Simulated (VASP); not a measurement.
A run of VASP 6.6.1 is set up as follows.

INCAR

```
SYSTEM = C
PREC = Accurate
ENCUT = 520
EDIFF = 1E-7
ISMEAR = 0
SIGMA = 0.15
LREAL = .FALSE.
LASPH = .TRUE.
NELM = 100
ALGO = Normal
ISIF = 2
LWAVE = .FALSE.
LCHARG = .FALSE.
GGA = PE
IVDW = 12
NBANDS = 16
```

KPOINTS

```
Automatic mesh
0
G
  18 12 10
  0 0 0
```

File POSCAR:

```
C
1.0
   -2.4646600698      0.0000000000      0.0000000000
    0.0000000000      0.0000000000     -3.5719696368
    0.0000000000     -4.2689164642      0.0000000000
C
4
Direct
    0.5000000000      0.0000000000      0.1750997200
    0.0000000000      0.0000000000      0.6526115779
    0.0000000000      0.0000000000      0.3249002800
    0.5000000000      0.0000000000      0.8473884221
```

Potentials or basis: VASP PAW PBE potentials, release 64 (C).

Launch:

```sh
$ cat potpaw_PBE.64/C/POTCAR > POTCAR
$ mpirun -np 1 vasp_std > vasp.out
```

(1) Estimate the largest force.

(2) Estimate the dispersion energy per atom.

(3) Predict the band gap on the k mesh.

Results:

(1) 4.934 eV/Å.

(2) -0.144 eV.

(3) zero (bands 8 and 9 overlap by 0.56 eV).

Caveat: the cell differs from its parent crystal (atoms displaced along a vibrational mode); forces of over 1 eV/Å act on the atoms, so gaps and moduli don't describe the material at rest.
